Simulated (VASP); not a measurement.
# Al (Fm-3m) in VASP: a series of runs

Al is run at these levels: LDA; tasks: single point.

All numbers are computed with VASP 6.6.1; they aren't measurements. Logs are shortened: lines on timing, memory, paths and dates and some standing lists are left out, and cuts for length are marked.

**1. The cell of the first run**

It takes space group Fm-3m (No. 225, cubic). The conventional cell has a = 4.023 Å, b = 4.023 Å, c = 4.023 Å, α = 90.00°, β = 90.00°, γ = 90.00°. Al (site symmetry m-3m) has 12 Al at 2.84 Å within 3.7 Å.

**2. Single point, LDA (volume scaled by 1.03)**

INCAR reads:

```
SYSTEM = Al
PREC = Accurate ; ENCUT = 500
EDIFF = 1E-6 ; ISMEAR = 0
SIGMA = 0.1 ; LREAL = .False.
LASPH = .True. ; NELM = 120
ALGO = Normal ; ISIF = 2
LWAVE = .False. ; LCHARG = .False.
GGA = CA ; NBANDS = 8
GGA_COMPAT = .False.
```

KPOINTS reads:

```
Automatic mesh
0
Gamma
  18 18 18
  0 0 0
```

POSCAR reads:

```
Al
1.0
    0.0000000000      2.0115202299      2.0115202299
    2.0115202299      0.0000000000      2.0115202299
    2.0115202299      2.0115202299      0.0000000000
Al
1
Direct
    0.0000000000      0.0000000000      0.0000000000
```

Potentials or basis: VASP PAW LDA potentials, release 64 (Al).

Run with:

```console
$ cat potpaw_LDA.64/Al/POTCAR > POTCAR
$ mpirun -np 1 vasp_std > vasp.out
```

OUTCAR:

```text
SYSTEM = Al
   PREC = Accurate
   ENCUT = 500
   EDIFF = 1E-6
   ISMEAR = 0
   LREAL = .False.
   LASPH = .True.
   NELM = 120
   ISIF = 2
   GGA = CA

 ion  position               nearest neighbor table
   1  0.000  0.000  0.000-

  LATTYP: Found a face centered cubic cell.
 ALAT       =     4.0230404598

  Lattice vectors:

 A1 = (   0.0000000000,   2.0115202299,   2.0115202299)
 A2 = (   2.0115202299,   0.0000000000,   2.0115202299)
 A3 = (   2.0115202299,   2.0115202299,   0.0000000000)

Analysis of symmetry for initial positions (statically):
=====================================================================
 Subroutine PRICEL returns:
 Original cell was already a primitive cell.

 Routine SETGRP: Setting up the symmetry group for a
 face centered cubic supercell.

 Subroutine GETGRP returns: Found 48 space group operations
 (whereof 48 operations were pure point group operations)
 out of a pool of 48 trial point group operations.

The static configuration has the point symmetry O_h .

Analysis of symmetry for dynamics (positions and initial velocities):
=====================================================================
 Subroutine PRICEL returns:
 Original cell was already a primitive cell.

 Routine SETGRP: Setting up the symmetry group for a
 face centered cubic supercell.

 Subroutine GETGRP returns: Found 48 space group operations
 (whereof 48 operations were pure point group operations)
 out of a pool of 48 trial point group operations.

The dynamic configuration has the point symmetry O_h .

 Subroutine INISYM returns: Found 48 space group operations
 (whereof 48 operations are pure point group operations),
 and found     1 'primitive' translations

----------------------------------------------------------------------------------------

                                     Primitive cell

  volume of cell :      16.2781

  direct lattice vectors                    reciprocal lattice vectors
     0.000000000  2.011520230  2.011520230    -0.248568218  0.248568218  0.248568218
     2.011520230  0.000000000  2.011520230     0.248568218 -0.248568218  0.248568218
     2.011520230  2.011520230  0.000000000     0.248568218  0.248568218 -0.248568218

  length of vectors
     2.844719190  2.844719190  2.844719190     0.430532784  0.430532784  0.430532784

  position of ions in fractional coordinates (direct lattice)
     0.000000000  0.000000000  0.000000000

  ion indices of the primitive-cell ions
   primitive index   ion index
                 1           1

----------------------------------------------------------------------------------------

 KPOINTS: Automatic mesh

Automatic generation of k-mesh.
 Grid dimensions read from file:
 generate k-points for:   18   18   18

 Generating k-lattice:

  Cartesian coordinates                     Fractional coordinates (reciprocal lattice)
    -0.013809345  0.013809345  0.013809345     0.055555556  0.000000000  0.000000000
     0.013809345 -0.013809345  0.013809345     0.000000000  0.055555556  0.000000000
     0.013809345  0.013809345 -0.013809345     0.000000000  0.000000000  0.055555556

  Length of vectors
     0.023918488  0.023918488  0.023918488

  Shift w.r.t. Gamma in fractional coordinates (k-lattice)
     0.000000000  0.000000000  0.000000000

 Subroutine IBZKPT returns following result:
 ===========================================

 Found    195 irreducible k-points:

 Following reciprocal coordinates:
            Coordinates               Weight
  0.000000  0.000000  0.000000      1.000000
  0.055556  0.000000  0.000000      8.000000
  0.111111  0.000000  0.000000      8.000000
  0.166667  0.000000  0.000000      8.000000
  0.222222  0.000000  0.000000      8.000000
  0.277778  0.000000  0.000000      8.000000
[... 16 lines left out ...]
 -0.277778  0.055556  0.000000     24.000000
 -0.222222  0.055556  0.000000     24.000000
 [... further k-points ...]
   k-points           NKPTS =    195   k-points in BZ     NKDIM =    195   number of bands    NBANDS=      8
   number of dos      NEDOS =    301   number of ions     NIONS =      1
   total plane-waves  NPLWV =  13824
   dimension x,y,z NGX =    24 NGY =   24 NGZ =   24
   dimension x,y,z NGXF=    48 NGYF=   48 NGZF=   48
   ions per type =               1
   NGX,Y,Z   is equivalent  to a cutoff of  14.03, 14.03, 14.03 a.u.
   NGXF,Y,Z  is equivalent  to a cutoff of  28.05, 28.05, 28.05 a.u.
 SYSTEM =  Al
   PREC   = accura    normal or accurate (medium, high low for compatibility)
   ISTART =      0    job   : 0-new  1-cont  2-samecut
   ICHARG =      2    charge: 1-file 2-atom 10-const
   ISPIN  =      1    spin polarized calculation?
   LNONCOLLINEAR =      F non collinear calculations
   LSORBIT =      F    spin-orbit coupling
   LASPH  =      T    aspherical Exc in radial PAW
   ENCUT  =  500.0 eV  36.75 Ry    6.06 a.u.   5.19  5.19  5.19*2*pi/ulx,y,z
   NELM   =    120;   NELMIN=  2; NELMDL= -5     # of ELM steps
   EDIFF  = 0.1E-05   stopping-criterion for ELM
   LREAL  =      F    real-space projection
   EDIFFG = 0.1E-04   stopping-criterion for IOM
   NSW    =      0    number of steps for IOM
   IBRION =     -1    ionic relax: 0-MD 1-quasi-New 2-CG
   NFREE  =      0    steps in history (QN), initial steepest desc. (CG)
   ISIF   =      2    stress and relaxation
   ISYM   =      2    0-nonsym 1-usesym 2-fastsym
   POTIM  = 0.5000    time-step for ionic-motion
   TEBEG  =    0.0;   TEEND  =   0.0 temperature during run
   PSTRESS=    0.0 pullay stress
   NELECT =       3.0000    total number of electrons
   NUPDOWN=      -1.0000    fix difference up-down
   EMIN   =  10.00;   EMAX   =-10.00  energy-range for DOS
   EFERMI =   0.00;   METHOD = LEGACY
   ISMEAR =     0;   SIGMA  =   0.10  broadening in eV -4-tet -1-fermi 0-gaus
   EFERMI_NEDOS =   21; number of points for ismear=-14 and -15
   IALGO  =     38    algorithm
   IMIX   =      4    mixing-type and parameters
     AMIX     =   0.40;   BMIX     =  1.00
     AMIX_MAG =   1.60;   BMIX_MAG =  1.00
  volume/ion in A,a.u.               =      16.28       109.85
  Fermi-wavevector in a.u.,A,eV,Ry     =   0.931639  1.760542 11.809185  0.867951
  Thomas-Fermi vector in A             =   2.058153
   LORBIT       =      0    0 simple, 1 ext, 2 COOP (PROOUT), +10 PAW based schemes
   GGA     = CA    functional components
   LHFCALC =     F    Hartree Fock is set to
   AEXX    =    0.0000 exact exchange contribution
   IVDW    =     0    specifies the selected vdW correction
   LEPSILON=     F    determine dielectric tensor
   LRPA    =     F    only Hartree local field effects (RPA)
 non-spin polarized calculation
 Gauss-broadening in eV      SIGMA  =   0.10
  energy-cutoff  :      500.00
  volume of cell :       16.28
 maximum number of plane-waves:       432
 NGX is ok and might be reduce to    24
   NGX = 11   NGY = 11   NGZ = 11

 number of electron       3.0000000 magnetization

 Free energy of the ion-electron system (eV)
  ---------------------------------------------------
  ext. energy  EPLUGINS =         0.00000000
  ---------------------------------------------------
  free energy    TOTEN  =        -4.18691082 eV

  energy without entropy =       -4.18405667  energy(sigma->0) =       -4.18548374

 E-fermi :   7.9214     XC(G=0): -10.3939

 val. band max:        7.9183292592   @ k =  -0.2778   0.2778   0.0556
 cond. band min:       7.9311209723   @ k =  -0.2778   0.5000   0.2222
 fundamental gap:      0.0127917131
 Fermi energy:         7.9214169533

 k-point     1 :       0.0000    0.0000    0.0000
  band No.  band energies     occupation
      1      -3.2612      2.00000
      2      20.5769      0.00000
      3      20.5769      0.00000
      4      20.5769      0.00000
      5      22.0004      0.00000
      6      22.0004      0.00000
      7      22.0004      0.00000
      8      24.6437      0.00000

 k-point     2 :       0.0556    0.0000    0.0000
  band No.  band energies     occupation
      1      -3.1767      2.00000
      2      19.0549      0.00000
      3      20.2544      0.00000
      4      20.2544      0.00000
      5      22.4517      0.00000
      6      22.4517      0.00000
      7      22.6211      0.00000
      8      25.4918      0.00000

 k-point     3 :       0.1111    0.0000    0.0000
  band No.  band energies     occupation
      1      -2.9236      2.00000
      2      16.8333      0.00000
      3      19.7354      0.00000
      4      19.7354      0.00000
      5      22.7342      0.00000
      6      23.3231      0.00000
      7      23.3231      0.00000
      8      25.8662      0.00000

 k-point     4 :       0.1667    0.0000    0.0000
  band No.  band energies     occupation
      1      -2.5029      2.00000
      2      14.5933      0.00000
      3      19.2868      0.00000
      4      19.2868      0.00000
      5      22.5953      0.00000
      6      23.9134      0.00000
      7      23.9134      0.00000
      8      25.2493      0.00000

 k-point     5 :       0.2222    0.0000    0.0000
  band No.  band energies     occupation
      1      -1.9160      2.00000
      2      12.4269      0.00000
      3      18.9581      0.00000
      4      18.9581      0.00000
      5      22.4382      0.00000
      6      23.1777      0.00000
      7      23.1777      0.00000
      8      26.1564      0.00000
[... 177 lines left out ...]
 k-point    22 :      -0.3333    0.0556    0.0000
  band No.  band energies     occupation
      1       0.1602      2.00000
      2       7.8780      1.46090
      3      17.0484      0.00000
      4      19.8129      0.00000
      5      20.0635      0.00000
      6      21.4189      0.00000
      7      23.0132      0.00000
      8      25.9288      0.00000

 k-point    23 :      -0.2778    0.0556    0.0000
  band No.  band energies     occupation
      1      -0.8049      2.00000
      2       9.7701      0.00000
      3      17.0656      0.00000
      4      19.9206      0.00000
      5      20.8364      0.00000
      6      22.2869      0.00000
      7      22.9548      0.00000
      8      26.7166      0.00000

 k-point    24 :      -0.2222    0.0556    0.0000
  band No.  band energies     occupation
      1      -1.6095      2.00000
      2      11.7853      0.00000
      3      17.2273      0.00000
      4      20.0689      0.00000
      5      21.8137      0.00000
      6      22.9466      0.00000
      7      23.3181      0.00000
      8      25.5235      0.00000

 [... further k-points ...]
[... 5 lines left out ...]
  --------------------------------------------------------------------------------------
  -------------------------------------------------------------------------------------
  Total       -0.2255502     -0.2255502     -0.2255502      0.0000000      0.0000000      0.0000000
  in kB      -22.1998828    -22.1998828    -22.1998828      0.0000000      0.0000000      0.0000000
  external PRESSURE =     -22.1998828 kB  Pullay stress =       0.0000000 kB

 VOLUME and BASIS-vectors are now :
 -----------------------------------------------------------------------------
  energy-cutoff  :      500.00
  volume of cell :       16.28
      direct lattice vectors                 reciprocal lattice vectors
     0.000000000  2.011520230  2.011520230    -0.248568218  0.248568218  0.248568218
     2.011520230  0.000000000  2.011520230     0.248568218 -0.248568218  0.248568218
     2.011520230  2.011520230  0.000000000     0.248568218  0.248568218 -0.248568218

 POSITION                                       TOTAL-FORCE (eV/Angst)
 -----------------------------------------------------------------------------------
      0.00000      0.00000      0.00000         0.000000      0.000000      0.000000
 -----------------------------------------------------------------------------------
    total drift:                                0.000000      0.000000     -0.000000

  FREE ENERGIE OF THE ION-ELECTRON SYSTEM (eV)
  ---------------------------------------------------
  free  energy   TOTEN  =        -4.1869108167 eV

  energy  without entropy=       -4.1840566677  energy(sigma->0) =       -4.18548374
```

Wall time 13 s (1 thread of AMD EPYC 9R45 (Zen 5), shared host); peak memory 0.1 GiB.

Results:

```yaml
Free_energy: -4.1869 eV
Pressure: -2.2 GPa
```

**3. Single point, LDA (volume scaled by 1.06)**

INCAR reads:

```
ALGO = Normal
EDIFF = 1E-6
ENCUT = 500
GGA = CA
GGA_COMPAT = False
ISIF = 2
ISMEAR = 0
LASPH = True
LCHARG = False
LREAL = False
LWAVE = False
NBANDS = 8
NELM = 120
PREC = Accurate
SIGMA = 0.1
```

KPOINTS reads:

```
k-points
0
Gamma
  18 18 18
```

POSCAR reads:

```
Al
1.0
    0.0000000000      2.0308629571      2.0308629571
    2.0308629571      0.0000000000      2.0308629571
    2.0308629571      2.0308629571      0.0000000000
Al
1
Direct
    0.0000000000      0.0000000000      0.0000000000
```

Potentials or basis: VASP PAW LDA potentials, release 64 (Al).

Run with:

```console
$ cat potpaw_LDA.64/Al/POTCAR > POTCAR
$ mpirun -np 1 vasp_std > vasp.out
```

OUTCAR:

```text
EDIFF = 1E-6
   ENCUT = 500
   GGA = CA
   ISIF = 2
   ISMEAR = 0
   LASPH = True
   LREAL = False
   NELM = 120
   PREC = Accurate

 ion  position               nearest neighbor table
   1  0.000  0.000  0.000-

  LATTYP: Found a face centered cubic cell.
 ALAT       =     4.0617259142

  Lattice vectors:

 A1 = (   0.0000000000,   2.0308629571,   2.0308629571)
 A2 = (   2.0308629571,   0.0000000000,   2.0308629571)
 A3 = (   2.0308629571,   2.0308629571,   0.0000000000)

Analysis of symmetry for initial positions (statically):
[... 434 lines left out ...]
      1      -1.7404      2.00000
      2      11.4237      0.00000
      3      16.7499      0.00000
      4      19.5353      0.00000
      5      21.2708      0.00000
      6      22.3649      0.00000
      7      22.7324      0.00000
      8      24.9178      0.00000

 [... further k-points ...]
[... 5 lines left out ...]
  --------------------------------------------------------------------------------------
  -------------------------------------------------------------------------------------
  Total       -0.4380325     -0.4380325     -0.4380325      0.0000000      0.0000000      0.0000000
  in kB      -41.8933504    -41.8933504    -41.8933504      0.0000000      0.0000000      0.0000000
  external PRESSURE =     -41.8933504 kB  Pullay stress =       0.0000000 kB

 VOLUME and BASIS-vectors are now :
 -----------------------------------------------------------------------------
  energy-cutoff  :      500.00
  volume of cell :       16.75
      direct lattice vectors                 reciprocal lattice vectors
     0.000000000  2.030862957  2.030862957    -0.246200758  0.246200758  0.246200758
     2.030862957  0.000000000  2.030862957     0.246200758 -0.246200758  0.246200758
     2.030862957  2.030862957  0.000000000     0.246200758  0.246200758 -0.246200758

 POSITION                                       TOTAL-FORCE (eV/Angst)
 -----------------------------------------------------------------------------------
      0.00000      0.00000      0.00000        -0.000000     -0.000000     -0.000000
 -----------------------------------------------------------------------------------
    total drift:                               -0.000000      0.000000      0.000000

  FREE ENERGIE OF THE ION-ELECTRON SYSTEM (eV)
  ---------------------------------------------------
  free  energy   TOTEN  =        -4.1773777833 eV

  energy  without entropy=       -4.1748089107  energy(sigma->0) =       -4.17609335
```

OSZICAR:

```text
N       E                     dE             d eps       ncg     rms          rms(c)
DAV:   1    -0.278086930841E+01   -0.27809E+01   -0.84768E+02  3168   0.198E+02
DAV:   2    -0.419861701673E+01   -0.14177E+01   -0.13839E+01  4344   0.187E+01
DAV:   3    -0.420591459945E+01   -0.72976E-02   -0.72934E-02  3968   0.147E+00
DAV:   4    -0.420592715212E+01   -0.12553E-04   -0.12553E-04  4928   0.556E-02
DAV:   5    -0.420592716514E+01   -0.13022E-07   -0.13351E-07  3992   0.103E-03    0.133E+00
DAV:   6    -0.418856777291E+01    0.17359E-01   -0.27590E-03  4152   0.207E-01    0.750E-01
DAV:   7    -0.417740175927E+01    0.11166E-01   -0.68531E-03  4000   0.320E-01    0.156E-01
DAV:   8    -0.417737796137E+01    0.23798E-04   -0.19262E-05  4632   0.291E-02    0.147E-02
DAV:   9    -0.417737778331E+01    0.17805E-06   -0.13297E-07  4288   0.174E-03
   1 F= -.41773778E+01 E0= -.41760933E+01  d E =-.256887E-02
```

It took 12 s on 1 thread of AMD EPYC 9R45 (Zen 5), shared host; peak memory 0.1 GiB.

Results:

```
Free energy : -4.1774 eV
Pressure    : -4.2 GPa
```

**4. Single point, LDA (volume scaled by 1.09)**

INCAR reads:

```
SYSTEM = Al
ALGO     = Normal         ! electronic algorithm
EDIFF    = 1E-6           ! SCF threshold, eV
ENCUT    = 500            ! plane-wave cutoff, eV
GGA      = CA             ! functional
GGA_COMPAT= .False.      
ISIF     = 2              ! what is computed and relaxed
ISMEAR   = 0              ! smearing method
LASPH    = .True.         ! aspherical terms in the spheres
LCHARG   = .False.        ! write CHGCAR
LREAL    = .False.        ! projectors in reciprocal space
LWAVE    = .False.        ! write WAVECAR
NBANDS   = 8              ! bands
NELM     = 120            ! most SCF steps
PREC     = Accurate       ! precision mode
SIGMA    = 0.1            ! smearing width, eV
```

KPOINTS reads:

```
k-points
0
Gamma
  18 18 18
  0 0 0
```

POSCAR reads:

```
Al
1.0
    0.0000000000      2.0498440849      2.0498440849
    2.0498440849      0.0000000000      2.0498440849
    2.0498440849      2.0498440849      0.0000000000
Al
1
Direct
    0.0000000000      0.0000000000      0.0000000000
```

Run with:

```console
$ cat potpaw_LDA.64/Al/POTCAR > POTCAR
$ mpirun -np 1 vasp_std > vasp.out
```

It took 13 s on 1 thread of AMD EPYC 9R45 (Zen 5), shared host; peak memory 0.1 GiB.

Results (log left out):

| Quantity | Value |
| --- | --- |
| Free energy | -4.1624 eV |
| Pressure | -5.9 GPa |

Levels at points of the mesh, in eV from the Fermi level:
| k point | band 1 | band 2 | band 3 | band 4 | band 5 |
| --- | --- | --- | --- | --- | --- |
| (0.00, 0.00, 0.00) | -10.80 | 12.35 | 12.35 | 12.35 | 13.35 |
| (0.50, 0.00, 0.00) | -4.37 | -4.33 | 10.80 | 10.80 | 11.25 |
| (0.50, 0.50, 0.00) | -2.78 | -1.61 | 5.30 | 5.35 | 5.35 |

**5. Overview**

| cell | gap on the mesh (eV) | pressure (GPa) |
| --- | --- | --- |
| a = 2.845 Å, angles 60.0°, 1 atom | none | -2.2 |
| a = 2.872 Å, angles 60.0°, 1 atom | none | -4.2 |
| a = 2.899 Å, angles 60.0°, 1 atom | none | -5.9 |

Alike in all rows: task single point; level LDA; potentials or basis VASP PAW LDA potentials, release 64 (Al); no spin polarisation; k mesh 18 × 18 × 18; cutoff (eV) 500; smearing gaussian 0.1 eV.

Total energies depend on the potentials used, so only differences within one code and one set of settings carry meaning.
